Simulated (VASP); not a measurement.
# Cu (P6_3/mmc) in VASP: settings compared

The runs below take Cu through single point, with PBE, LDA.

Everything below comes from runs of VASP 6.6.1. Logs are shortened: lines on timing, memory, paths and dates and some standing lists are left out, and cuts for length are marked.

## Step 1: The cell of the first run

Symmetry: P6_3/mmc, No. 194, hexagonal system. Conventional cell: a = 2.568 Å, b = 2.568 Å, c = 4.194 Å, α = 90.00°, β = 90.00°, γ = 120.00°. Cu (site symmetry -6m2) has 12 Cu at 2.57 Å within 3.4 Å.

## Step 2: Single point, PBE

Input file INCAR:

```
SYSTEM = Cu
PREC = Accurate
ENCUT = 520
EDIFF = 1E-7
ISMEAR = 0
SIGMA = 0.1
LREAL = .False.
LASPH = .True.
NELM = 80
ALGO = Fast
ISIF = 2
LWAVE = .False.
LCHARG = .False.
GGA = PE
NBANDS = 18
```

Input file KPOINTS:

```
Automatic mesh
0
Gamma
  15 15 8
  0 0 0
```

Input file POSCAR:

```
Cu
1.0
    2.5680103728      0.0000000000      0.0000000000
   -1.2840051864      2.2239622200      0.0000000000
    0.0000000000      0.0000000000      4.1935281578
Cu
2
Direct
    0.3333333333      0.6666666667      0.2500000000
    0.6666666667      0.3333333333      0.7500000000
```

Potentials or basis: VASP PAW PBE potentials, release 64 (Cu).

On the command line:

```bash
$ cat potpaw_PBE.64/Cu/POTCAR > POTCAR
$ mpirun -np 1 vasp_std > vasp.out
```

OUTCAR:

```text
SYSTEM = Cu
   PREC = Accurate
   ENCUT = 520
   EDIFF = 1E-7
   ISMEAR = 0
   LREAL = .False.
   LASPH = .True.
   NELM = 80
   ISIF = 2
   GGA = PE

 ion  position               nearest neighbor table
   1  0.333  0.667  0.250-   2 2.57   2 2.57   2 2.57   2 2.57   2 2.57   2 2.57
   2  0.667  0.333  0.750-   1 2.57   1 2.57   1 2.57   1 2.57   1 2.57   1 2.57

  LATTYP: Found a hexagonal cell.
 ALAT       =     2.5680103728
 C/A-ratio  =     1.6329872349

  Lattice vectors:

 A1 = (   2.5680103728,   0.0000000000,   0.0000000000)
 A2 = (  -1.2840051864,   2.2239622200,   0.0000000000)
 A3 = (   0.0000000000,   0.0000000000,   4.1935281578)

Analysis of symmetry for initial positions (statically):
=====================================================================
 Subroutine PRICEL returns:
 Original cell was already a primitive cell.

 Routine SETGRP: Setting up the symmetry group for a
 hexagonal supercell.

 Subroutine GETGRP returns: Found 24 space group operations
 (whereof 12 operations were pure point group operations)
 out of a pool of 24 trial point group operations.

The static configuration has the point symmetry D_3d.
 The point group associated with its full space group is D_6h.

Analysis of symmetry for dynamics (positions and initial velocities):
=====================================================================
 Subroutine PRICEL returns:
 Original cell was already a primitive cell.

 Routine SETGRP: Setting up the symmetry group for a
 hexagonal supercell.

 Subroutine GETGRP returns: Found 24 space group operations
 (whereof 12 operations were pure point group operations)
 out of a pool of 24 trial point group operations.

The dynamic configuration has the point symmetry D_3d.
 The point group associated with its full space group is D_6h.

 Subroutine INISYM returns: Found 24 space group operations
 (whereof 12 operations are pure point group operations),
 and found     1 'primitive' translations

----------------------------------------------------------------------------------------

                                     Primitive cell

  volume of cell :      23.9499

  direct lattice vectors                    reciprocal lattice vectors
     2.568010373  0.000000000  0.000000000     0.389406527  0.224823963  0.000000000
    -1.284005186  2.223962220  0.000000000     0.000000000  0.449647926  0.000000000
     0.000000000  0.000000000  4.193528158     0.000000000  0.000000000  0.238462689

  length of vectors
     2.568010373  2.568010373  4.193528158     0.449647926  0.449647926  0.238462689

  position of ions in fractional coordinates (direct lattice)
     0.333333333  0.666666667  0.250000000
     0.666666667  0.333333333  0.750000000

  ion indices of the primitive-cell ions
   primitive index   ion index
                 1           1
                 2           2

----------------------------------------------------------------------------------------

 KPOINTS: Automatic mesh

Automatic generation of k-mesh.
 Grid dimensions read from file:
 generate k-points for:   15   15    8

 Generating k-lattice:

  Cartesian coordinates                     Fractional coordinates (reciprocal lattice)
     0.025960435  0.014988264  0.000000000     0.066666667 -0.000000000  0.000000000
     0.000000000  0.029976528  0.000000000     0.000000000  0.066666667  0.000000000
     0.000000000  0.000000000  0.029807836     0.000000000  0.000000000  0.125000000

  Length of vectors
     0.029976528  0.029976528  0.029807836

  Shift w.r.t. Gamma in fractional coordinates (k-lattice)
     0.000000000  0.000000000  0.000000000

 Subroutine IBZKPT returns following result:
 ===========================================

 Found    135 irreducible k-points:

 Following reciprocal coordinates:
            Coordinates               Weight
  0.000000  0.000000  0.000000      1.000000
  0.066667  0.000000  0.000000      6.000000
  0.133333  0.000000  0.000000      6.000000
  0.200000  0.000000  0.000000      6.000000
  0.266667  0.000000  0.000000      6.000000
  0.333333  0.000000  0.000000      6.000000
[... 16 lines left out ...]
  0.333333  0.200000  0.000000     12.000000
  0.400000  0.200000  0.000000      6.000000
 [... further k-points ...]
   k-points           NKPTS =    135   k-points in BZ     NKDIM =    135   number of bands    NBANDS=     18
   number of dos      NEDOS =    301   number of ions     NIONS =      2
   total plane-waves  NPLWV =  12800
   dimension x,y,z NGX =    20 NGY =   20 NGZ =   32
   dimension x,y,z NGXF=    40 NGYF=   40 NGZF=   64
   ions per type =               2
   NGX,Y,Z   is equivalent  to a cutoff of  12.95, 12.95, 12.69 a.u.
   NGXF,Y,Z  is equivalent  to a cutoff of  25.89, 25.89, 25.37 a.u.
 SYSTEM =  Cu
   PREC   = accura    normal or accurate (medium, high low for compatibility)
   ISTART =      0    job   : 0-new  1-cont  2-samecut
   ICHARG =      2    charge: 1-file 2-atom 10-const
   ISPIN  =      1    spin polarized calculation?
   LNONCOLLINEAR =      F non collinear calculations
   LSORBIT =      F    spin-orbit coupling
   LASPH  =      T    aspherical Exc in radial PAW
   ENCUT  =  520.0 eV  38.22 Ry    6.18 a.u.   4.77  4.77  7.80*2*pi/ulx,y,z
   NELM   =     80;   NELMIN=  2; NELMDL= -5     # of ELM steps
   EDIFF  = 0.1E-06   stopping-criterion for ELM
   LREAL  =      F    real-space projection
   EDIFFG = 0.1E-05   stopping-criterion for IOM
   NSW    =      0    number of steps for IOM
   IBRION =     -1    ionic relax: 0-MD 1-quasi-New 2-CG
   NFREE  =      0    steps in history (QN), initial steepest desc. (CG)
   ISIF   =      2    stress and relaxation
   ISYM   =      2    0-nonsym 1-usesym 2-fastsym
   POTIM  = 0.5000    time-step for ionic-motion
   TEBEG  =    0.0;   TEEND  =   0.0 temperature during run
   PSTRESS=    0.0 pullay stress
   NELECT =      22.0000    total number of electrons
   NUPDOWN=      -1.0000    fix difference up-down
   EMIN   =  10.00;   EMAX   =-10.00  energy-range for DOS
   EFERMI =   0.00;   METHOD = LEGACY
   ISMEAR =     0;   SIGMA  =   0.10  broadening in eV -4-tet -1-fermi 0-gaus
   EFERMI_NEDOS =   21; number of points for ismear=-14 and -15
   IALGO  =     68    algorithm
   IMIX   =      4    mixing-type and parameters
     AMIX     =   0.40;   BMIX     =  1.00
     AMIX_MAG =   1.60;   BMIX_MAG =  1.00
  volume/ion in A,a.u.               =      11.97        80.81
  Fermi-wavevector in a.u.,A,eV,Ry     =   1.591407  3.007322 34.457773  2.532575
  Thomas-Fermi vector in A             =   2.689952
   LORBIT       =      0    0 simple, 1 ext, 2 COOP (PROOUT), +10 PAW based schemes
   GGA     = PE    functional components
   LHFCALC =     F    Hartree Fock is set to
   AEXX    =    0.0000 exact exchange contribution
   IVDW    =     0    specifies the selected vdW correction
   LEPSILON=     F    determine dielectric tensor
   LRPA    =     F    only Hartree local field effects (RPA)
 non-spin polarized calculation
 RMM-DIIS sequential band-by-band and
 Gauss-broadening in eV      SIGMA  =   0.10
  energy-cutoff  :      520.00
  volume of cell :       23.95
 maximum number of plane-waves:       664
 NGX is ok and might be reduce to    20
   NGX =  9   NGY =  9   NGZ = 15

 number of electron      22.0000008 magnetization

 Free energy of the ion-electron system (eV)
  ---------------------------------------------------
  ext. energy  EPLUGINS =         0.00000000
  ---------------------------------------------------
  free energy    TOTEN  =        -7.44351626 eV

  energy without entropy =       -7.43987754  energy(sigma->0) =       -7.44169690

 E-fermi :   7.5502     XC(G=0): -12.6453

 val. band max:        7.4831014629   @ k =   0.2000   0.0667   0.2500
 cond. band min:       7.5577402206   @ k =   0.4667   0.0667   0.2500
 fundamental gap:      0.0746387577
 Fermi energy:         7.5501981783

 k-point     1 :       0.0000    0.0000    0.0000
  band No.  band energies     occupation
      1      -1.8313      2.00000
      2       2.4153      2.00000
      3       4.4320      2.00000
      4       4.4797      2.00000
      5       4.4797      2.00000
      6       4.6819      2.00000
[... 10 lines left out ...]
     17      30.6290      0.00000
     18      30.6666      0.00000

 k-point     2 :       0.0667    0.0000    0.0000
  band No.  band energies     occupation
      1      -1.6889      2.00000
      2       2.4975      2.00000
      3       4.3419      2.00000
      4       4.5307      2.00000
      5       4.5565      2.00000
      6       4.6573      2.00000
[... 10 lines left out ...]
     17      31.4739      0.00000
     18      31.6003      0.00000

 k-point     3 :       0.1333    0.0000    0.0000
  band No.  band energies     occupation
      1      -1.2673      2.00000
      2       2.7210      2.00000
      3       4.2026      2.00000
      4       4.5530      2.00000
      5       4.5639      2.00000
      6       4.6779      2.00000
[... 10 lines left out ...]
     17      30.4058      0.00000
     18      31.7627      0.00000

 k-point     4 :       0.2000    0.0000    0.0000
  band No.  band energies     occupation
      1      -0.5871      2.00000
      2       3.0028      2.00000
      3       4.0623      2.00000
      4       4.0872      2.00000
      5       4.4768      2.00000
      6       4.7491      2.00000
[... 375 lines left out ...]
      4       3.6749      2.00000
      5       4.2788      2.00000
      6       4.6109      2.00000
[... 10 lines left out ...]
     17      22.3559      0.00000
     18      23.6847      0.00000

 k-point    23 :       0.3333    0.2000    0.0000
  band No.  band energies     occupation
      1       2.9603      2.00000
      2       3.2934      2.00000
      3       3.3219      2.00000
      4       3.8244      2.00000
      5       4.2753      2.00000
      6       4.4903      2.00000
[... 10 lines left out ...]
     17      20.1461      0.00000
     18      23.3124      0.00000

 k-point    24 :       0.4000    0.2000    0.0000
  band No.  band energies     occupation
      1       3.1069      2.00000
      2       3.2716      2.00000
      3       3.2822      2.00000
      4       3.9246      2.00000
      5       4.2964      2.00000
      6       4.4251      2.00000
[... 10 lines left out ...]
     17      18.9368      0.00000
     18      23.1889      0.00000

 [... further k-points ...]
[... 5 lines left out ...]
  --------------------------------------------------------------------------------------
  -------------------------------------------------------------------------------------
  Total       -0.0483391     -0.0483391      0.3263194      0.0000000      0.0000000      0.0000000
  in kB       -3.2337438     -3.2337438     21.8298010      0.0000000      0.0000000      0.0000000
  external PRESSURE =       5.1207712 kB  Pullay stress =       0.0000000 kB

 VOLUME and BASIS-vectors are now :
 -----------------------------------------------------------------------------
  energy-cutoff  :      520.00
  volume of cell :       23.95
      direct lattice vectors                 reciprocal lattice vectors
     2.568010373  0.000000000  0.000000000     0.389406527  0.224823963  0.000000000
    -1.284005186  2.223962220  0.000000000     0.000000000  0.449647926  0.000000000
     0.000000000  0.000000000  4.193528158     0.000000000  0.000000000  0.238462689

 POSITION                                       TOTAL-FORCE (eV/Angst)
 -----------------------------------------------------------------------------------
     -0.00000      1.48264      1.04838        -0.000000      0.000000     -0.000000
      1.28401      0.74132      3.14515         0.000000      0.000000      0.000000
 -----------------------------------------------------------------------------------
    total drift:                               -0.000000      0.000000     -0.000000

  FREE ENERGIE OF THE ION-ELECTRON SYSTEM (eV)
  ---------------------------------------------------
  free  energy   TOTEN  =        -7.4435162591 eV

  energy  without entropy=       -7.4398775425  energy(sigma->0) =       -7.44169690
```

Wall time 2.8 min (1 thread of AMD EPYC 7R13, shared host); peak memory 0.14 GiB.

Results:

* Free energy: -7.4435 eV
* Pressure: 0.5 GPa
* Band gap on the k mesh: zero (band 11 reaches 11.43 eV, above the bottom of band 12 at 5.48 eV)

## Step 3: Single point, LDA (functional LDA, strained)

Input file INCAR:

```
SYSTEM = Cu
PREC = Accurate
ENCUT = 520
EDIFF = 1E-6
ISMEAR = 0
SIGMA = 0.1
LREAL = .False.
LASPH = .True.
NELM = 80
ALGO = Normal
ISIF = 2
LWAVE = .False.
LCHARG = .False.
GGA = CA
NBANDS = 18
```

Input file KPOINTS:

```
regular mesh
0
Gamma
  18 18 10
  0 0 0
```

Input file POSCAR:

```
Cu
1.0
    2.5558899012      0.0000000000      0.0000000000
   -1.2779449506      2.2134655837      0.0000000000
    0.0000000000      0.0000000000      3.9011848506
Cu
2
Direct
    0.3333333300      0.6666666700      0.2500000000
    0.6666666700      0.3333333300      0.7500000000
```

Potentials or basis: VASP PAW LDA potentials, release 64 (Cu).

On the command line:

```bash
$ cat potpaw_LDA.64/Cu/POTCAR > POTCAR
$ mpirun -np 1 vasp_std > vasp.out
```

Wall time 30 s (1 thread of Intel Xeon 6975P-C (Granite Rapids), shared host); peak memory 0.17 GiB.

The run converged. Its results:

```
Free energy            : -9.3526 eV
Pressure               : -0.2 GPa
Band gap on the k mesh : zero (band 11 reaches 12.08 eV, above the bottom of band 12 at 6.15 eV)
```

Stress tensor (GPa, compression positive):
```
-4.44  0.00  0.00
 0.00 -4.44  0.00
 0.00  0.00  8.35
```

Levels at points of the mesh, in eV from the Fermi level:
```
           k point  band 8  band 9  band 10  band 11  band 12  band 13  band 14  band 15
(0.00, 0.00, 0.00)   -2.83   -2.83    -1.79    -1.79    -0.44     5.14    21.13    21.19
(0.50, 0.00, 0.00)   -1.82   -1.66    -1.55    -0.12     1.45     8.46     9.13    11.61
(0.00, 0.00, 0.50)   -3.32   -2.03    -2.03    -2.03    -2.03    14.92    14.92    21.88
(0.50, 0.00, 0.50)   -2.02   -1.72    -1.72     0.40     0.40     5.08     5.08    16.05
```

Caveat: the cell differs from its parent crystal (functional LDA, strained).

## Step 4: Single point, PBE (strain along c alone, the other axes held: -6.0 %)

Input file INCAR:

```
PREC     = Accurate       # precision mode
ENCUT    = 520            # plane-wave cutoff, eV
EDIFF    = 1E-6           # SCF threshold, eV
ISMEAR   = 0              # smearing method
SIGMA    = 0.1            # smearing width, eV
LREAL    = F              # projectors in reciprocal space
LASPH    = T              # aspherical terms in the spheres
NELM     = 100            # most SCF steps
ALGO     = Fast           # electronic algorithm
ISIF     = 2              # what is computed and relaxed
LWAVE    = F              # write WAVECAR
LCHARG   = T              # write CHGCAR
GGA      = PE             # functional
LELF     = T              # ELF
LVHAR    = T            
NBANDS   = 18             # bands
```

Input file KPOINTS:

```
regular mesh
0
Gamma
  24 24 12
```

Input file POSCAR:

```
Cu
1.0
    2.5680103729      0.0000000000      0.0000000000
   -1.2840051864      2.2239622201      0.0000000000
    0.0000000000      0.0000000000      3.9419164680
Cu
2
Direct
    0.3333333333      0.6666666667      0.2500000000
    0.6666666667      0.3333333333      0.7500000000
```

Potentials or basis: VASP PAW PBE potentials, release 64 (Cu).

On the command line:

```bash
$ cat potpaw_PBE.64/Cu/POTCAR > POTCAR
$ mpirun -np 1 vasp_std > vasp.out
```

It took 86 s on 1 thread of Intel Xeon 6975P-C (Granite Rapids), shared host; peak memory 0.24 GiB.

The run converged. Its results:

- Free energy: -7.3528 eV
- Pressure: 11.4 GPa
- Band gap on the k mesh: zero (band 11 reaches 12.05 eV, above the bottom of band 12 at 6.18 eV)

Stress tensor (GPa, compression positive):
```
 7.02  0.00  0.00
 0.00  7.02  0.00
 0.00  0.00 20.20
```

Levels at points of the mesh, in eV from the Fermi level:
```tsv
k point	band 9	band 10	band 11	band 12	band 13	band 14
(0.00, 0.00, 0.00)	-2.80	-1.81	-1.81	-0.54	4.89	20.86
(0.50, 0.00, 0.00)	-1.68	-1.59	-0.18	1.38	8.28	8.93
(0.00, 0.00, 0.50)	-2.04	-2.04	-2.04	-2.04	14.51	14.51
(0.50, 0.00, 0.50)	-1.74	-1.74	0.35	0.35	4.93	4.93
```

Caveat: the cell differs from its parent crystal (strain along c alone, the other axes held: -6.0 %).

## Step 5: Single point, PBE (strain along c alone, the other axes held: -4.0 %)

Input file INCAR:

```
PREC = Accurate ; ENCUT = 520
EDIFF = 1E-6 ; ISMEAR = 0
SIGMA = 0.1 ; LREAL = False
LASPH = True ; NELM = 60
ALGO = Fast ; ISIF = 2
LWAVE = False ; LCHARG = False
GGA = PE ; NBANDS = 18
```

KPOINTS is that of step 4.

POSCAR: that of step 4 with these lines changed.

```diff
@@ -4,3 +4,3 @@
    -1.2840051864      2.2239622201      0.0000000000
-    0.0000000000      0.0000000000      3.9419164680
+    0.0000000000      0.0000000000      4.0257870312
 Cu
```

On the command line:

```bash
$ cat potpaw_PBE.64/Cu/POTCAR > POTCAR
$ mpirun -np 1 vasp_std > vasp.out
```

It took 72 s on 1 thread of Intel Xeon 6975P-C (Granite Rapids), shared host; peak memory 0.25 GiB.

The run converged. Its results:

```yaml
Free_energy: -7.4021 eV
Pressure: 7.6 GPa
Band_gap_on_the_k_mesh: zero (band 11 reaches 11.83 eV, above the bottom of band 12 at 5.94 eV)
```

Stress tensor (GPa, compression positive):
```
 4.79  0.00  0.00
 0.00  4.79  0.00
 0.00  0.00 13.30
```

Levels at points of the mesh, in eV from the Fermi level:
```tsv
k point	band 9	band 10	band 11	band 12	band 13	band 14
(0.00, 0.00, 0.00)	-2.67	-1.77	-1.77	-0.70	4.46	21.00
(0.50, 0.00, 0.00)	-1.63	-1.58	-0.11	1.44	8.07	8.62
(0.00, 0.00, 0.50)	-2.00	-2.00	-2.00	-2.00	13.75	13.75
(0.50, 0.00, 0.50)	-1.67	-1.67	0.40	0.40	4.87	4.87
```

Caveat: the cell differs from its parent crystal (strain along c alone, the other axes held: -4.0 %).

## Step 6: Single point, PBE (strain along c alone, the other axes held: -2.0 %)

Input file INCAR:

```
SYSTEM = Cu
ALGO = Fast
EDIFF = 1E-6
ENCUT = 520
GGA = PE
ISIF = 2
ISMEAR = 0
LASPH = .TRUE.
LCHARG = .FALSE.
LREAL = .FALSE.
LWAVE = .FALSE.
NBANDS = 18
NELM = 60
PREC = Accurate
SIGMA = 0.1
```

Input file KPOINTS:

```
k-points
0
G
  24 24 12
  0 0 0
```

POSCAR: that of step 5 with these lines changed.

```diff
@@ -4,3 +4,3 @@
    -1.2840051864      2.2239622201      0.0000000000
-    0.0000000000      0.0000000000      4.0257870312
+    0.0000000000      0.0000000000      4.1096575943
 Cu
```

Potentials or basis: VASP PAW PBE potentials, release 64 (Cu).

On the command line:

```bash
$ cat potpaw_PBE.64/Cu/POTCAR > POTCAR
$ mpirun -np 1 vasp_std > vasp.out
```

It took 73 s on 1 thread of Intel Xeon 6975P-C (Granite Rapids), shared host; peak memory 0.25 GiB.

It converged, with:

```
Free energy            : -7.4309 eV
Pressure               : 3.8 GPa
Band gap on the k mesh : zero (band 11 reaches 11.62 eV, above the bottom of band 12 at 5.70 eV)
```

Stress tensor (GPa, compression positive):
```
2.39 0.00 0.00
0.00 2.39 0.00
0.00 0.00 6.70
```

Levels at points of the mesh, in eV from the Fermi level:
| k point | band 8 | band 9 | band 10 | band 11 | band 12 | band 13 | band 14 | band 15 |
| --- | --- | --- | --- | --- | --- | --- | --- | --- |
| (0.00, 0.00, 0.00) | -2.54 | -2.54 | -1.73 | -1.73 | -0.83 | 4.08 | 21.13 | 21.40 |
| (0.50, 0.00, 0.00) | -1.68 | -1.57 | -1.57 | -0.04 | 1.49 | 7.88 | 8.33 | 10.81 |
| (0.00, 0.00, 0.50) | -3.05 | -1.96 | -1.96 | -1.96 | -1.96 | 13.03 | 13.03 | 21.84 |
| (0.50, 0.00, 0.50) | -1.91 | -1.61 | -1.61 | 0.47 | 0.47 | 4.82 | 4.82 | 15.95 |

Caveat: the cell differs from its parent crystal (strain along c alone, the other axes held: -2.0 %).

## Step 7: The runs side by side

| level | potentials or basis | cell | k mesh | gap on the mesh (eV) | pressure (GPa) |
| --- | --- | --- | --- | --- | --- |
| PBE | VASP PAW PBE potentials, release 64 (Cu) | a = 2.568, b = 2.568, c = 4.194 Å, angles 90.0, 90.0, 120.0°, 2 atoms | 15 × 15 × 8 | none | 0.5 |
| LDA | VASP PAW LDA potentials, release 64 (Cu) | a = 2.556, b = 2.556, c = 3.901 Å, angles 90.0, 90.0, 120.0°, 2 atoms | 18 × 18 × 10 | none | -0.2 |
| PBE | VASP PAW PBE potentials, release 64 (Cu) | a = 2.568, b = 2.568, c = 3.942 Å, angles 90.0, 90.0, 120.0°, 2 atoms | 24 × 24 × 12 | none | 11.4 |
| PBE | VASP PAW PBE potentials, release 64 (Cu) | a = 2.568, b = 2.568, c = 4.026 Å, angles 90.0, 90.0, 120.0°, 2 atoms | 24 × 24 × 12 | none | 7.6 |
| PBE | VASP PAW PBE potentials, release 64 (Cu) | a = 2.568, b = 2.568, c = 4.110 Å, angles 90.0, 90.0, 120.0°, 2 atoms | 24 × 24 × 12 | none | 3.8 |

Alike in all rows: task single point; no spin polarisation; cutoff (eV) 520; smearing gaussian 0.1 eV.

Absolute energies hang on the potentials; compare differences alone.
